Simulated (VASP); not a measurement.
# BC4 in VASP: single point with PBE

Aim: the single point of BC4 with PBE.

Program: VASP 6.6.1. These are calculated values, not measurements. Logs are shortened: lines on timing, memory, paths and dates and some standing lists are left out, and cuts for length are marked.

### 1 The cell of the first run

The cell holds a sheet with vacuum, 5 atoms: a = 2.898 Å, b = 4.341 Å, c = 26.284 Å, α = 90.00°, β = 90.00°, γ = 90.00°.

The cell was generated, and may not be a known phase.

### 2 Single point, PBE

INCAR reads:

```
SYSTEM = BC4
PREC = Accurate ; ENCUT = 1000
EDIFF = 1E-6 ; ISMEAR = 0
SIGMA = 0.1 ; LREAL = .FALSE.
LASPH = .TRUE. ; NELM = 120
ALGO = Normal ; ISIF = 2
LWAVE = .FALSE. ; LCHARG = .FALSE.
LDIPOL = .TRUE. ; IDIPOL = 3
DIPOL = 0.5 0.5 0.304 ; GGA = PE
NBANDS = 18 ; GGA_COMPAT = .FALSE.
NELMDL = -8
```

KPOINTS reads:

```
Automatic mesh
0
G
  14 10 1
  0 0 0
```

POSCAR reads:

```
BC4
1.0
    2.8975320543      0.0000000000      0.0000000000
    0.0000000000      4.3407005323      0.0000000000
    0.0000000000      0.0000000000     26.2844102400
B C
1 4
Direct
    0.0000000000      0.5000000000      0.3043629257
    0.7518030940      0.0000000000      0.3331168992
    0.2481969060      0.0000000000      0.3331168992
    0.2481969060      0.0000000000      0.2756089521
    0.7518030940      0.0000000000      0.2756089521
```

Potentials or basis: VASP PAW PBE potentials, release 64 (B_h, C_h).

On the command line:

```sh
> cat potpaw_PBE.64/B_h/POTCAR potpaw_PBE.64/C_h/POTCAR > POTCAR
> mpirun -np 1 vasp_std > vasp.out
```

OUTCAR:

```text
SYSTEM = BC4
   PREC = Accurate
   ENCUT = 1000
   EDIFF = 1E-6
   ISMEAR = 0
   LREAL = .FALSE.
   LASPH = .TRUE.
   NELM = 120
   ISIF = 2
   GGA = PE
   NELMDL = -8

 ion  position               nearest neighbor table
   1  0.000  0.500  0.304-
   2  0.752  0.000  0.333-   3 1.44   3 1.46   5 1.51
   3  0.248  0.000  0.333-   2 1.44   2 1.46   4 1.51
   4  0.248  0.000  0.276-   5 1.44   5 1.46   3 1.51
   5  0.752  0.000  0.276-   4 1.44   4 1.46   2 1.51

  LATTYP: Found a simple orthorhombic cell.
 ALAT       =     2.8975320543
 B/A-ratio  =     1.4980681666
 C/A-ratio  =     9.0713095653

  Lattice vectors:

 A1 = (   2.8975320543,   0.0000000000,   0.0000000000)
 A2 = (   0.0000000000,   4.3407005323,   0.0000000000)
 A3 = (   0.0000000000,   0.0000000000,  26.2844102400)

Analysis of symmetry for initial positions (statically):
=====================================================================
 Subroutine PRICEL returns:
 Original cell was already a primitive cell.

 Routine SETGRP: Setting up the symmetry group for a
 simple orthorhombic supercell.

 Subroutine GETGRP returns: Found  8 space group operations
 (whereof  4 operations were pure point group operations)
 out of a pool of  8 trial point group operations.

The static configuration has the point symmetry C_2v.
 The point group associated with its full space group is D_2h.

Analysis of symmetry for dynamics (positions and initial velocities):
=====================================================================
 Subroutine PRICEL returns:
 Original cell was already a primitive cell.

 Routine SETGRP: Setting up the symmetry group for a
 simple orthorhombic supercell.

 Subroutine GETGRP returns: Found  8 space group operations
 (whereof  4 operations were pure point group operations)
 out of a pool of  8 trial point group operations.

The dynamic configuration has the point symmetry C_2v.
 The point group associated with its full space group is D_2h.

 Subroutine INISYM returns: Found  8 space group operations
 (whereof  4 operations are pure point group operations),
 and found     1 'primitive' translations

----------------------------------------------------------------------------------------

                                     Primitive cell

  volume of cell :     330.5874

  direct lattice vectors                    reciprocal lattice vectors
     2.897532054  0.000000000  0.000000000     0.345121290  0.000000000  0.000000000
     0.000000000  4.340700532  0.000000000     0.000000000  0.230377561  0.000000000
     0.000000000  0.000000000 26.284410240     0.000000000  0.000000000  0.038045366

  length of vectors
     2.897532054  4.340700532 26.284410240     0.345121290  0.230377561  0.038045366

  position of ions in fractional coordinates (direct lattice)
     0.000000000  0.500000000  0.304362926
     0.751803094  0.000000000  0.333116899
     0.248196906  0.000000000  0.333116899
     0.248196906  0.000000000  0.275608952
     0.751803094  0.000000000  0.275608952

  ion indices of the primitive-cell ions
   primitive index   ion index
                 1           1
                 2           2
                 3           3
                 4           4
                 5           5

----------------------------------------------------------------------------------------

 KPOINTS: Automatic mesh

Automatic generation of k-mesh.
 Grid dimensions read from file:
 generate k-points for:   14   10    1

 Generating k-lattice:

  Cartesian coordinates                     Fractional coordinates (reciprocal lattice)
     0.024651521  0.000000000  0.000000000     0.071428571  0.000000000  0.000000000
     0.000000000  0.023037756  0.000000000     0.000000000  0.100000000  0.000000000
     0.000000000  0.000000000  0.038045366     0.000000000  0.000000000  1.000000000

  Length of vectors
     0.024651521  0.023037756  0.038045366

  Shift w.r.t. Gamma in fractional coordinates (k-lattice)
     0.000000000  0.000000000  0.000000000

 Subroutine IBZKPT returns following result:
 ===========================================

 Found     48 irreducible k-points:

 Following reciprocal coordinates:
            Coordinates               Weight
  0.000000  0.000000  0.000000      1.000000
  0.071429  0.000000  0.000000      2.000000
  0.142857  0.000000  0.000000      2.000000
  0.214286  0.000000  0.000000      2.000000
  0.285714  0.000000  0.000000      2.000000
  0.357143  0.000000  0.000000      2.000000
[... 16 lines left out ...]
  0.428571  0.200000  0.000000      4.000000
  0.500000  0.200000  0.000000      2.000000
 [... further k-points ...]
   k-points           NKPTS =     48   k-points in BZ     NKDIM =     48   number of bands    NBANDS=     18
   number of dos      NEDOS =    301   number of ions     NIONS =      5
   total plane-waves  NPLWV = 403200
   dimension x,y,z NGX =    30 NGY =   48 NGZ =  280
   dimension x,y,z NGXF=    60 NGYF=   96 NGZF=  560
   ions per type =               1   4
   NGX,Y,Z   is equivalent  to a cutoff of  17.21, 18.38, 17.71 a.u.
   NGXF,Y,Z  is equivalent  to a cutoff of  34.43, 36.77, 35.42 a.u.
 SYSTEM =  BC4
   PREC   = accura    normal or accurate (medium, high low for compatibility)
   ISTART =      0    job   : 0-new  1-cont  2-samecut
   ICHARG =      2    charge: 1-file 2-atom 10-const
   ISPIN  =      1    spin polarized calculation?
   LNONCOLLINEAR =      F non collinear calculations
   LSORBIT =      F    spin-orbit coupling
   LASPH  =      T    aspherical Exc in radial PAW
   ENCUT  = 1000.0 eV  73.50 Ry    8.57 a.u.   7.47 11.19 67.77*2*pi/ulx,y,z
   NELM   =    120;   NELMIN=  2; NELMDL= -8     # of ELM steps
   EDIFF  = 0.1E-05   stopping-criterion for ELM
   LREAL  =      F    real-space projection
   EDIFFG = 0.1E-04   stopping-criterion for IOM
   NSW    =      0    number of steps for IOM
   IBRION =     -1    ionic relax: 0-MD 1-quasi-New 2-CG
   NFREE  =      0    steps in history (QN), initial steepest desc. (CG)
   ISIF   =      2    stress and relaxation
   ISYM   =      2    0-nonsym 1-usesym 2-fastsym
   POTIM  = 0.5000    time-step for ionic-motion
   TEBEG  =    0.0;   TEEND  =   0.0 temperature during run
   PSTRESS=    0.0 pullay stress
   NELECT =      19.0000    total number of electrons
   NUPDOWN=      -1.0000    fix difference up-down
   EMIN   =  10.00;   EMAX   =-10.00  energy-range for DOS
   EFERMI =   0.00;   METHOD = LEGACY
   ISMEAR =     0;   SIGMA  =   0.10  broadening in eV -4-tet -1-fermi 0-gaus
   EFERMI_NEDOS =   21; number of points for ismear=-14 and -15
   IALGO  =     38    algorithm
   IMIX   =      4    mixing-type and parameters
     AMIX     =   0.40;   BMIX     =  1.00
     AMIX_MAG =   1.60;   BMIX_MAG =  1.00
  volume/ion in A,a.u.               =      66.12       446.18
  Fermi-wavevector in a.u.,A,eV,Ry     =   0.631777  1.193886  5.430662  0.399142
  Thomas-Fermi vector in A             =   1.694868
   LORBIT       =      0    0 simple, 1 ext, 2 COOP (PROOUT), +10 PAW based schemes
   GGA     = PE    functional components
   LHFCALC =     F    Hartree Fock is set to
   AEXX    =    0.0000 exact exchange contribution
   IVDW    =     0    specifies the selected vdW correction
   LEPSILON=     F    determine dielectric tensor
   LRPA    =     F    only Hartree local field effects (RPA)
 non-spin polarized calculation
 Gauss-broadening in eV      SIGMA  =   0.10
  energy-cutoff  :     1000.00
  volume of cell :      330.59
 maximum number of plane-waves:     23851
 NGX is ok and might be reduce to    30
   NGX = 15   NGY = 23   NGZ =135

 dipolmoment           0.000000      0.000000     -0.000002 electrons x Angstroem

 number of electron      19.0000000 magnetization

 dipolmoment           0.000000      0.000000      0.000001 electrons x Angstroem

 Free energy of the ion-electron system (eV)
  ---------------------------------------------------
  ext. energy  EPLUGINS =         0.00000000
  ---------------------------------------------------
  free energy    TOTEN  =       -32.20433013 eV

  energy without entropy =      -32.20025291  energy(sigma->0) =      -32.20229152

 E-fermi :  -2.8046     XC(G=0):  -1.9278

 val. band max:       -2.8177336231   @ k =   0.5000   0.2000   0.0000
 cond. band min:      -2.6069309101   @ k =   0.4286   0.0000   0.0000
 fundamental gap:      0.2108027130
 Fermi energy:        -2.8045747953

 k-point     1 :       0.0000    0.0000    0.0000
  band No.  band energies     occupation
      1     -23.3383      2.00000
      2     -16.1136      2.00000
      3     -13.8935      2.00000
      4     -11.3519      2.00000
      5     -10.5107      2.00000
      6      -9.5026      2.00000
[... 10 lines left out ...]
     17       1.6574      0.00000
     18       2.2274      0.00000

 k-point     2 :       0.0714    0.0000    0.0000
  band No.  band energies     occupation
      1     -23.2729      2.00000
      2     -16.0574      2.00000
      3     -14.2263      2.00000
      4     -11.2695      2.00000
      5     -10.4324      2.00000
      6      -9.6468      2.00000
[... 10 lines left out ...]
     17       1.7463      0.00000
     18       2.5497      0.00000

 k-point     3 :       0.1429    0.0000    0.0000
  band No.  band energies     occupation
      1     -23.0772      2.00000
      2     -15.8894      2.00000
      3     -15.0512      2.00000
      4     -11.0232      2.00000
      5     -10.1983      2.00000
      6     -10.0487      2.00000
[... 10 lines left out ...]
     17       2.0142      0.00000
     18       2.1725      0.00000

 k-point     4 :       0.2143    0.0000    0.0000
  band No.  band energies     occupation
      1     -22.7525      2.00000
      2     -16.0959      2.00000
      3     -15.6126      2.00000
      4     -10.6364      2.00000
      5     -10.6158      2.00000
      6      -9.8111      2.00000
[... 10 lines left out ...]
     17       2.4529      0.00000
     18       2.5211      0.00000

 k-point     5 :       0.2857    0.0000    0.0000
  band No.  band energies     occupation
      1     -22.3013      2.00000
      2     -17.1946      2.00000
      3     -15.2315      2.00000
      4     -11.3321      2.00000
      5     -10.0540      2.00000
      6      -9.2757      2.00000
[... 10 lines left out ...]
     17       3.0211      0.00000
     18       3.0421      0.00000

 k-point     6 :       0.3571    0.0000    0.0000
  band No.  band energies     occupation
      1     -21.7281      2.00000
      2     -18.2647      2.00000
      3     -14.7539      2.00000
      4     -12.0711      2.00000
      5      -9.3544      2.00000
      6      -8.6014      2.00000
[... 307 lines left out ...]
 k-point    21 :       0.2857    0.2000    0.0000
  band No.  band energies     occupation
      1     -22.2847      2.00000
      2     -17.1845      2.00000
      3     -15.2079      2.00000
      4     -11.3230      2.00000
      5     -10.7222      2.00000
      6      -9.2247      2.00000
[... 10 lines left out ...]
     17       2.7542      0.00000
     18       3.1139      0.00000

 k-point    22 :       0.3571    0.2000    0.0000
  band No.  band energies     occupation
      1     -21.7121      2.00000
      2     -18.2530      2.00000
      3     -14.7318      2.00000
      4     -12.0597      2.00000
      5     -10.0437      2.00000
      6      -8.5567      2.00000
[... 10 lines left out ...]
     17       3.4819      0.00000
     18       3.5195      0.00000

 k-point    23 :       0.4286    0.2000    0.0000
  band No.  band energies     occupation
      1     -21.0292      2.00000
      2     -19.2446      2.00000
      3     -14.1732      2.00000
      4     -12.7883      2.00000
      5      -9.2999      2.00000
      6      -7.7693      2.00000
[... 10 lines left out ...]
     17       4.1529      0.00000
     18       4.4400      0.00000

 k-point    24 :       0.5000    0.2000    0.0000
  band No.  band energies     occupation
      1     -20.4153      2.00000
      2     -19.9629      2.00000
      3     -13.6715      2.00000
      4     -13.3489      2.00000
      5      -8.8461      2.00000
      6      -7.0543      2.00000
[... 10 lines left out ...]
     17       5.1435      0.00000
     18       5.1873      0.00000

 [... further k-points ...]

------------------------ aborting loop because EDIFF is reached ----------------------------------------

 vacuum level on the upper side and lower side of the slab       (xc-potential included)        -0.008        -0.008

  FORCE on cell =-STRESS in cart. coord.  units (eV):
  Direction    XX          YY          ZZ          XY          YZ          ZX
  --------------------------------------------------------------------------------------
  -------------------------------------------------------------------------------------
  Total        0.8877598     -1.7130497     -0.2673903      0.0000000      0.0000000      0.0000000
  in kB        4.3024886     -8.3022200     -1.2958954      0.0000000      0.0000000      0.0000000
  external PRESSURE =      -1.7652089 kB  Pullay stress =       0.0000000 kB

 VOLUME and BASIS-vectors are now :
 -----------------------------------------------------------------------------
  energy-cutoff  :     1000.00
  volume of cell :      330.59
      direct lattice vectors                 reciprocal lattice vectors
     2.897532054  0.000000000  0.000000000     0.345121290  0.000000000  0.000000000
     0.000000000  4.340700532  0.000000000     0.000000000  0.230377561  0.000000000
     0.000000000  0.000000000 26.284410240     0.000000000  0.000000000  0.038045366

 POSITION                                       TOTAL-FORCE (eV/Angst)
 -----------------------------------------------------------------------------------
      0.00000      2.17035      8.00000         0.000000     -0.000000      0.000000
      2.17837      0.00000      8.75578        -0.233334     -0.000000     -0.081317
      0.71916      0.00000      8.75578         0.233334      0.000000     -0.081317
      0.71916      0.00000      7.24422         0.233334     -0.000000      0.081317
      2.17837      0.00000      7.24422        -0.233334     -0.000000      0.081317
 -----------------------------------------------------------------------------------
    total drift:                                0.000000      0.000000      0.000013

  FREE ENERGIE OF THE ION-ELECTRON SYSTEM (eV)
  ---------------------------------------------------
  free  energy   TOTEN  =       -32.2043301337 eV

  energy  without entropy=      -32.2002529063  energy(sigma->0) =      -32.20229152

 vacuum level on the upper side and lower side of the slab         1.342         1.343
```

Wall time 15 min (1 thread of Intel Xeon 6975P-C (Granite Rapids), shared host); peak memory 1.2 GiB.

Results:

| Quantity | Value |
| --- | --- |
| Free energy | -32.2043 eV |
| Largest force | 0.247 eV/Å |
| Band gap on the k mesh | zero (an odd number of electrons rules out a gap without spin polarisation) |

Forces in eV/Å, atoms in the order of the input:
```
B    0.000  0.000  0.000
C   -0.233  0.000 -0.081
C    0.233  0.000 -0.081
C    0.233  0.000  0.081
C   -0.233  0.000  0.081
```

Levels at points of the mesh, in eV from the Fermi level:
```csv
k point,band 7,band 8,band 9,band 10,band 11,band 12
"(0.00, 0.00, 0.00)",-5.22,-4.22,-2.69,0.77,3.08,3.83
"(0.50, 0.00, 0.00)",-3.97,-3.59,-3.06,-0.74,0.98,1.51
"(0.00, 0.50, 0.00)",-4.10,-3.96,-1.42,1.74,2.44,3.23
"(0.50, 0.50, 0.00)",-4.17,-3.94,-0.91,0.98,1.48,2.25
```

Caveat: an odd number of electrons without spin polarisation forces a metal; a magnetic or distorted state may lie lower.

The gap in the log of VASP goes by the Fermi energy; the results here count the filled bands.